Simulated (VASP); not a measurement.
# Ga2O (Fmmm) in VASP: a series of runs

Ga2O is run at these levels: PBE; tasks: single point.

All numbers are computed with VASP 6.6.1; they aren't measurements. Logs are shortened: lines on timing, memory, paths and dates and some standing lists are left out, and cuts for length are marked.

## (1) The cell of the first run

The structure is orthorhombic, space group Fmmm (No. 69). Conventional cell: a = 2.844 Å, b = 4.740 Å, c = 14.436 Å, α = 90.00°, β = 90.00°, γ = 90.00°. Ga (site symmetry mm2) has 10 Ga at 2.76 to 3.41 Å and 4 O at 2.77 to 3.36 Å within 3.6 Å. O (site symmetry mmm) has 6 O at 2.76 to 2.84 Å and 8 Ga at 2.77 to 3.36 Å within 3.6 Å.

## (2) Single point, PBE, collinear spin, ferromagnetic start

INCAR

```
SYSTEM = Ga2O
ALGO     = Normal         ! electronic algorithm
EDIFF    = 1E-6           ! SCF threshold, eV
ENCUT    = 520            ! plane-wave cutoff, eV
GGA      = PE             ! functional
ISIF     = 2              ! what is computed and relaxed
ISMEAR   = 0              ! smearing method
ISPIN    = 2              ! spin polarisation
LASPH    = .True.         ! aspherical terms in the spheres
LCHARG   = .False.        ! write CHGCAR
LORBIT   = 11             ! projections on sites
LREAL    = .False.        ! projectors in reciprocal space
LWAVE    = .False.        ! write WAVECAR
MAGMOM   = 0 0 1          ! initial moments
NBANDS   = 27             ! bands
NELM     = 150            ! most SCF steps
PREC     = Accurate       ! precision mode
SIGMA    = 0.1            ! smearing width, eV
```

KPOINTS

```
k-points
0
Gamma
  8 8 8
  0 0 0
```

POSCAR

```
Ga2O
1.0
    0.0000000000      2.3698857300      7.2178841700
    1.4222126200      0.0000000000      7.2178841700
    1.4222126200      2.3698857300      0.0000000000
Ga O
2 1
Direct
    0.3350575000      0.3350575000      0.6649425000
    0.6649425000      0.6649425000      0.3350575000
    0.0000000000      0.0000000000      0.0000000000
```

Potentials or basis: VASP PAW PBE potentials, release 64 (Ga_d, O).

Launch:

```console
cat potpaw_PBE.64/Ga_d/POTCAR potpaw_PBE.64/O/POTCAR > POTCAR
mpirun -np 1 vasp_std > vasp.out
```

OUTCAR:

```text
SYSTEM = Ga2O
   EDIFF = 1E-6
   ENCUT = 520
   GGA = PE
   ISIF = 2
   ISMEAR = 0
   ISPIN = 2
   LASPH = .True.
   LORBIT = 11
   LREAL = .False.
   NELM = 150
   PREC = Accurate

 ion  position               nearest neighbor table
   1  0.335  0.335  0.665-   2 2.84   2 2.84
   2  0.665  0.665  0.335-   1 2.84   1 2.84
   3  0.000  0.000  0.000-

  LATTYP: Found a face centered orthorhombic cell.
 ALAT       =     2.8444252400
 B/A-ratio  =     1.6663371543
 C/A-ratio  =     5.0751090719

  Lattice vectors:

 A1 = (   0.0000000000,   2.3698857300,   7.2178841700)
 A2 = (   1.4222126200,   0.0000000000,   7.2178841700)
 A3 = (   1.4222126200,   2.3698857300,   0.0000000000)

Analysis of symmetry for initial positions (statically):
=====================================================================
 Subroutine PRICEL returns:
 Original cell was already a primitive cell.

 Routine SETGRP: Setting up the symmetry group for a
 face centered orthorhombic supercell.

 Subroutine GETGRP returns: Found  8 space group operations
 (whereof  8 operations were pure point group operations)
 out of a pool of  8 trial point group operations.

The static configuration has the point symmetry D_2h.

Analysis of symmetry for dynamics (positions and initial velocities):
=====================================================================
 Subroutine PRICEL returns:
 Original cell was already a primitive cell.

 Routine SETGRP: Setting up the symmetry group for a
 face centered orthorhombic supercell.

 Subroutine GETGRP returns: Found  8 space group operations
 (whereof  8 operations were pure point group operations)
 out of a pool of  8 trial point group operations.

The dynamic configuration has the point symmetry D_2h.

Analysis of structural, dynamic, and magnetic symmetry:
=====================================================================
 Subroutine PRICEL returns:
 Original cell was already a primitive cell.

 Routine SETGRP: Setting up the symmetry group for a
 face centered orthorhombic supercell.

 Subroutine GETGRP returns: Found  8 space group operations
 (whereof  8 operations were pure point group operations)
 out of a pool of  8 trial point group operations.

The overall configuration has the point symmetry D_2h.

 Subroutine INISYM returns: Found  8 space group operations
 (whereof  8 operations are pure point group operations),
 and found     1 'primitive' translations

----------------------------------------------------------------------------------------

                                     Primitive cell

  volume of cell :      48.6555

  direct lattice vectors                    reciprocal lattice vectors
     0.000000000  2.369885730  7.217884170    -0.351564874  0.210980637  0.069272378
     1.422212620  0.000000000  7.217884170     0.351564874 -0.210980637  0.069272378
     1.422212620  2.369885730  0.000000000     0.351564874  0.210980637 -0.069272378

  length of vectors
     7.596986920  7.356666407  2.763882615     0.415823703  0.415823703  0.415823703

  position of ions in fractional coordinates (direct lattice)
     0.335057500  0.335057500  0.664942500
     0.664942500  0.664942500  0.335057500
     0.000000000  0.000000000  0.000000000

  ion indices of the primitive-cell ions
   primitive index   ion index
                 1           1
                 2           2
                 3           3

----------------------------------------------------------------------------------------

 KPOINTS: k-points

Automatic generation of k-mesh.
 Grid dimensions read from file:
 generate k-points for:    8    8    8

 Generating k-lattice:

  Cartesian coordinates                     Fractional coordinates (reciprocal lattice)
    -0.043945609  0.026372580  0.008659047     0.125000000  0.000000000 -0.000000000
     0.043945609 -0.026372580  0.008659047     0.000000000  0.125000000  0.000000000
     0.043945609  0.026372580 -0.008659047    -0.000000000  0.000000000  0.125000000

  Length of vectors
     0.051977963  0.051977963  0.051977963

  Shift w.r.t. Gamma in fractional coordinates (k-lattice)
     0.000000000  0.000000000  0.000000000

 Subroutine IBZKPT returns following result:
 ===========================================

 Found     95 irreducible k-points:

 Following reciprocal coordinates:
            Coordinates               Weight
  0.000000  0.000000  0.000000      1.000000
  0.125000  0.000000  0.000000      8.000000
  0.250000  0.000000  0.000000      8.000000
  0.375000  0.000000  0.000000      8.000000
  0.500000  0.000000  0.000000      4.000000
  0.125000  0.125000  0.000000      2.000000
[... 16 lines left out ...]
  0.250000  0.000000  0.125000      8.000000
  0.375000  0.000000  0.125000      8.000000
 [... further k-points ...]
   k-points           NKPTS =     95   k-points in BZ     NKDIM =     95   number of bands    NBANDS=     27
   number of dos      NEDOS =    301   number of ions     NIONS =      3
   total plane-waves  NPLWV =  80640
   dimension x,y,z NGX =    60 NGY =   56 NGZ =   24
   dimension x,y,z NGXF=   120 NGYF=  112 NGZF=   48
   ions per type =               2   1
   NGX,Y,Z   is equivalent  to a cutoff of  13.13, 12.65, 14.44 a.u.
   NGXF,Y,Z  is equivalent  to a cutoff of  26.26, 25.31, 28.87 a.u.
 SYSTEM =  Ga2O
   PREC   = accura    normal or accurate (medium, high low for compatibility)
   ISTART =      0    job   : 0-new  1-cont  2-samecut
   ICHARG =      2    charge: 1-file 2-atom 10-const
   ISPIN  =      2    spin polarized calculation?
   LNONCOLLINEAR =      F non collinear calculations
   LSORBIT =      F    spin-orbit coupling
   LASPH  =      T    aspherical Exc in radial PAW
   ENCUT  =  520.0 eV  38.22 Ry    6.18 a.u.  14.13 13.68  5.14*2*pi/ulx,y,z
   NELM   =    150;   NELMIN=  2; NELMDL= -5     # of ELM steps
   EDIFF  = 0.1E-05   stopping-criterion for ELM
   LREAL  =      F    real-space projection
   EDIFFG = 0.1E-04   stopping-criterion for IOM
   NSW    =      0    number of steps for IOM
   IBRION =     -1    ionic relax: 0-MD 1-quasi-New 2-CG
   NFREE  =      0    steps in history (QN), initial steepest desc. (CG)
   ISIF   =      2    stress and relaxation
   ISYM   =      2    0-nonsym 1-usesym 2-fastsym
   POTIM  = 0.5000    time-step for ionic-motion
   TEBEG  =    0.0;   TEEND  =   0.0 temperature during run
   PSTRESS=    0.0 pullay stress
   NELECT =      32.0000    total number of electrons
   NUPDOWN=      -1.0000    fix difference up-down
   EMIN   =  10.00;   EMAX   =-10.00  energy-range for DOS
   EFERMI =   0.00;   METHOD = LEGACY
   ISMEAR =     0;   SIGMA  =   0.10  broadening in eV -4-tet -1-fermi 0-gaus
   EFERMI_NEDOS =   21; number of points for ismear=-14 and -15
   IALGO  =     38    algorithm
   IMIX   =      4    mixing-type and parameters
     AMIX     =   0.40;   BMIX     =  1.00
     AMIX_MAG =   1.60;   BMIX_MAG =  1.00
  volume/ion in A,a.u.               =      16.22       109.45
  Fermi-wavevector in a.u.,A,eV,Ry     =   1.423686  2.690376 27.577401  2.026882
  Thomas-Fermi vector in A             =   2.544257
   LORBIT       =     11    0 simple, 1 ext, 2 COOP (PROOUT), +10 PAW based schemes
   GGA     = PE    functional components
   LHFCALC =     F    Hartree Fock is set to
   AEXX    =    0.0000 exact exchange contribution
   IVDW    =     0    specifies the selected vdW correction
   LEPSILON=     F    determine dielectric tensor
   LRPA    =     F    only Hartree local field effects (RPA)
 spin polarized calculation
 Gauss-broadening in eV      SIGMA  =   0.10
  energy-cutoff  :      520.00
  volume of cell :       48.66
 maximum number of plane-waves:      1330
 NGX is ok and might be reduce to    60
   NGX = 29   NGY = 27   NGZ = 11

 number of electron      31.9999998 magnetization       0.9822956

 Free energy of the ion-electron system (eV)
  ---------------------------------------------------
  ext. energy  EPLUGINS =         0.00000000
  ---------------------------------------------------
  free energy    TOTEN  =        -9.56918849 eV

  energy without entropy =       -9.56304834  energy(sigma->0) =       -9.56611842

 E-fermi :   3.9226     XC(G=0): -10.7244

 val. band max:        3.9213107127   @ k =  -0.2500   0.2500   0.5000
 cond. band min:       3.9319222132   @ k =  -0.3750   0.1250   0.3750
 fundamental gap:      0.0106115004
 Fermi energy:         3.9226255689

 spin component 1

 k-point     1 :       0.0000    0.0000    0.0000
  band No.  band energies     occupation
      1     -13.7366      1.00000
      2     -11.2792      1.00000
      3     -11.2560      1.00000
      4     -11.1957      1.00000
      5     -11.1654      1.00000
      6     -11.1034      1.00000
[... 19 lines left out ...]
     26      21.5561      0.00000
     27      22.2906      0.00000
[... 661 lines left out ...]
 k-point    24 :       0.3750    0.0000    0.1250
  band No.  band energies     occupation
      1     -13.1084      1.00000
      2     -11.2593      1.00000
      3     -11.2363      1.00000
      4     -11.1731      1.00000
      5     -11.1455      1.00000
      6     -11.0585      1.00000
[... 19 lines left out ...]
     26      19.5921      0.00000
     27      21.1695      0.00000

 [... further k-points ...]

 spin component 2

 k-point     1 :       0.0000    0.0000    0.0000
  band No.  band energies     occupation
      1     -12.0965      1.00000
      2     -11.2842      1.00000
      3     -11.2517      1.00000
      4     -11.1958      1.00000
      5     -11.1655      1.00000
      6     -11.1041      1.00000
[... 19 lines left out ...]
     26      21.5400      0.00000
     27      22.2680      0.00000
[... 661 lines left out ...]
 k-point    24 :       0.3750    0.0000    0.1250
  band No.  band energies     occupation
      1     -11.4475      1.00000
      2     -11.2541      1.00000
      3     -11.2361      1.00000
      4     -11.1746      1.00000
      5     -11.1314      1.00000
      6     -11.0616      1.00000
[... 19 lines left out ...]
     26      19.5613      0.00000
     27      21.2529      0.00000

 [... further k-points ...]
[... 5 lines left out ...]
  --------------------------------------------------------------------------------------
  -------------------------------------------------------------------------------------
  Total        0.5978628      0.9271278     -4.4486815      0.0000000      0.0000000      0.0000000
  in kB       19.6870324     30.5294047   -146.4907004      0.0000000      0.0000000      0.0000000
  external PRESSURE =     -32.0914211 kB  Pullay stress =       0.0000000 kB

 VOLUME and BASIS-vectors are now :
 -----------------------------------------------------------------------------
  energy-cutoff  :      520.00
  volume of cell :       48.66
      direct lattice vectors                 reciprocal lattice vectors
     0.000000000  2.369885730  7.217884170    -0.351564874  0.210980637  0.069272378
     1.422212620  0.000000000  7.217884170     0.351564874 -0.210980637  0.069272378
     1.422212620  2.369885730  0.000000000     0.351564874  0.210980637 -0.069272378

 POSITION                                       TOTAL-FORCE (eV/Angst)
 -----------------------------------------------------------------------------------
      1.42221      2.36989      4.83681         0.000000      0.000000      1.839419
      1.42221      2.36989      9.59896         0.000000      0.000000     -1.839419
      0.00000      0.00000      0.00000         0.000000      0.000000     -0.000000
 -----------------------------------------------------------------------------------
    total drift:                               -0.000000     -0.000000     -0.000000

  FREE ENERGIE OF THE ION-ELECTRON SYSTEM (eV)
  ---------------------------------------------------
  free  energy   TOTEN  =        -9.5691884909 eV

  energy  without entropy=       -9.5630483444  energy(sigma->0) =       -9.56611842

 total charge

# of ion       s       p       d       tot
------------------------------------------
    1        1.016   0.523   9.969  11.507
    2        1.016   0.523   9.969  11.507
    3        1.614   3.055   0.000   4.669
--------------------------------------------------
tot          3.646   4.100  19.937  27.683

 magnetization (x)

# of ion       s       p       d       tot
------------------------------------------
    1        0.002  -0.017  -0.002  -0.017
    2        0.002  -0.017  -0.002  -0.017
    3        0.009   0.890   0.000   0.899
--------------------------------------------------
tot          0.012   0.857  -0.004   0.866
```

Run time: 28 min. Hardware: 1 thread of Oxide Virtual Turin-like, shared host; peak memory 0.41 GiB.

What came out:

| Property | Result |
| --- | --- |
| Free energy | -9.5692 eV |
| Pressure | -3.2 GPa |
| Largest force | 1.839 eV/Å |
| Net moment | 0.98 μB per cell |
| Site moments | Ga -0.02; O +0.90 μB |
| Valence electrons inside the program's atomic spheres | Ga 11.51; O 4.67 |

Forces on the atoms (eV/Å):
```
Ga   0.000  0.000  1.839
Ga   0.000  0.000 -1.839
O    0.000  0.000  0.000
```

Caveat: forces of over 1 eV/Å act on the atoms, so gaps and moduli don't describe the material at rest.

## (3) Single point, PBE, collinear spin, ferromagnetic start

This run uses another cell than the first one, of 16.57 Å³/atom, 1.022 times its volume.

INCAR

```
SYSTEM = Ga2O
PREC = Accurate
ENCUT = 520
EDIFF = 1E-6
ISMEAR = 0
SIGMA = 0.1
LREAL = .False.
LASPH = .True.
NELM = 150
ALGO = Normal
ISIF = 2
LWAVE = .False.
LCHARG = .False.
ISPIN = 2
MAGMOM = 0 0 1
LORBIT = 11
GGA = PE
NBANDS = 27
```

KPOINTS

```
Automatic mesh
0
Gamma
  8 8 8
  0 0 0
```

POSCAR

```
Ga2O
1.0
    0.0000000000      2.6998053816      6.4354525789
    1.4305562949      0.0000000000      6.4354525789
    1.4305562949      2.6998053816      0.0000000000
Ga O
2 1
Direct
    0.3813719182      0.3813719182      0.6186280818
    0.6186280818      0.6186280818      0.3813719182
    0.0000000000      0.0000000000      0.0000000000
```

Potentials or basis: VASP PAW PBE potentials, release 64 (Ga_d, O).

Launch:

```console
cat potpaw_PBE.64/Ga_d/POTCAR potpaw_PBE.64/O/POTCAR > POTCAR
mpirun -np 1 vasp_std > vasp.out
```

Wall time 15 min (1 thread of Oxide Virtual Turin-like, shared host); peak memory 0.37 GiB.

It converged, with:

```yaml
Free_energy: -12.6577 eV
Pressure: 0.4 GPa
Largest_force: 0.059 eV/Å
Band_gap_on_the_k_mesh: zero (filled and empty bands overlap)
Net_moment: 0.00 μB per cell
Valence_electrons_inside_the_program's_atomic_spheres: Ga 11.48; O 4.98
```

Forces on the atoms (eV/Å):
```
Ga   0.000  0.000 -0.059
Ga   0.000  0.000  0.059
O    0.000  0.000  0.000
```

Stress tensor (GPa, compression positive):
```
0.62 0.00 0.00
0.00 0.22 0.00
0.00 0.00 0.51
```

Levels at points of the mesh, in eV from the Fermi level:
Spin up:
```
           k point  band 12  band 13  band 14  band 15  band 16  band 17  band 18  band 19  band 20  band 21
(0.00, 0.00, 0.00)    -8.90    -7.27    -2.81    -2.13    -1.58     0.92     8.36     9.30    10.49    11.17
(0.50, 0.00, 0.00)    -7.63    -5.57    -2.76    -2.33    -0.51    -0.30     2.08     5.37     6.58     7.22
(0.50, 0.50, 0.00)    -9.38    -5.82    -3.70    -2.81    -2.13     3.81     4.54    10.66    10.88    12.73
(0.50, 0.00, 0.50)    -6.36    -5.93    -3.22    -3.04    -1.23    -0.17     1.09     4.16     7.88     8.74
(0.00, 0.50, 0.50)    -6.52    -5.85    -3.23    -2.06    -1.60    -1.08     0.99     6.19     7.17     8.21
```
Spin down:
```
           k point  band 12  band 13  band 14  band 15  band 16  band 17  band 18  band 19  band 20  band 21
(0.00, 0.00, 0.00)    -8.90    -7.27    -2.81    -2.13    -1.58     0.92     8.36     9.30    10.49    11.17
(0.50, 0.00, 0.00)    -7.63    -5.57    -2.76    -2.33    -0.51    -0.30     2.08     5.37     6.58     7.22
(0.50, 0.50, 0.00)    -9.38    -5.82    -3.70    -2.81    -2.13     3.81     4.54    10.66    10.88    12.73
(0.50, 0.00, 0.50)    -6.36    -5.93    -3.22    -3.04    -1.23    -0.17     1.09     4.16     7.88     8.74
(0.00, 0.50, 0.50)    -6.52    -5.85    -3.23    -2.06    -1.60    -1.08     0.99     6.19     7.17     8.21
```
